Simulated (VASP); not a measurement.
Here is a VASP 6.6.1 calculation.

The input INCAR:

```
SYSTEM = BeTe
PREC     = Accurate       ! precision mode
ENCUT    = 520            ! plane-wave cutoff, eV
EDIFF    = 1E-7           ! SCF threshold, eV
ISMEAR   = 0              ! smearing method
SIGMA    = 0.01           ! smearing width, eV
LREAL    = .False.        ! projectors in reciprocal space
LASPH    = .True.         ! aspherical terms in the spheres
NELM     = 100            ! most SCF steps
ALGO     = Normal         ! electronic algorithm
ISIF     = 2              ! what is computed and relaxed
LWAVE    = .False.        ! write WAVECAR
LCHARG   = .False.        ! write CHGCAR
GGA      = CA             ! functional
NBANDS   = 11             ! bands
```

The input KPOINTS:

```
regular mesh
0
Gamma
  8 8 8
  0 0 0
```

POSCAR

```
BeTe
1.0
    0.0000000000      2.7773062588      2.7773062588
    2.7773062588      0.0000000000      2.7773062588
    2.7773062588      2.7773062588      0.0000000000
Be Te
1 1
Direct
    0.0000000000      0.0000000000      0.0000000000
    0.7500000000      0.7500000000      0.7500000000
```

Potentials or basis: VASP PAW LDA potentials, release 64 (Be, Te).

Launch:

```bash
$ cat potpaw_LDA.64/Be/POTCAR potpaw_LDA.64/Te/POTCAR > POTCAR
$ mpirun -np 1 vasp_std > vasp.out
```

Task: What does it give for the band gap on the k mesh?

Result: 1.77 eV, indirect (least direct gap 3.55 eV).

Task: Predict the pressure.

Result: 0.3 GPa.

Caveat: spin-orbit coupling is left out, which moves the levels of the heavy elements. LDA gaps usually lie below the measured ones, often by a third to a half.
